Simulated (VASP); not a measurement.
Runs of VASP 6.6.1 on NiO. The structure is that of space group F-43m (No. 216), or close to it. The cells are those of the table. 

```tsv
cell	gap on the mesh (eV)	pressure (GPa)	moment (μB)
a = 2.974 Å, angles 60.0°, 2 atoms	none	40.8	1.31
a = 2.955 Å, angles 60.0°, 2 atoms	none	(c)	1.22
a = 2.897 Å, angles 60.0°, 2 atoms	none	(d)	0.92
a = 2.916 Å, angles 60.0°, 2 atoms	none	60.5	1.01
a = 2.877 Å, angles 60.0°, 2 atoms	none	77.7	0.83
a = 2.936 Å, angles 60.0°, 2 atoms	none	(a)	1.11
a = 2.857 Å, angles 60.0°, 2 atoms	none	87.4	(b)
```

Alike in all rows: task single point; level PBE; potentials or basis VASP PAW PBE potentials, release 64 (Ni, O); spin collinear, ferromagnetic start; k mesh 11 × 11 × 11; cutoff (eV) 520; smearing fermi-dirac 0.05 eV.

Q: Estimate the missing entries.

A: (a) 53.2; (b) 0.67; (c) 46.7; (d) 68.7.

Caveats: a cell with one magnetic atom can't hold antiferromagnetic order, which such compounds often take; semilocal functionals often make such compounds metallic where correlation or magnetic order opens a gap, which also shifts bond lengths.

A gap of «none» marks levels without a gap at the run's occupations.
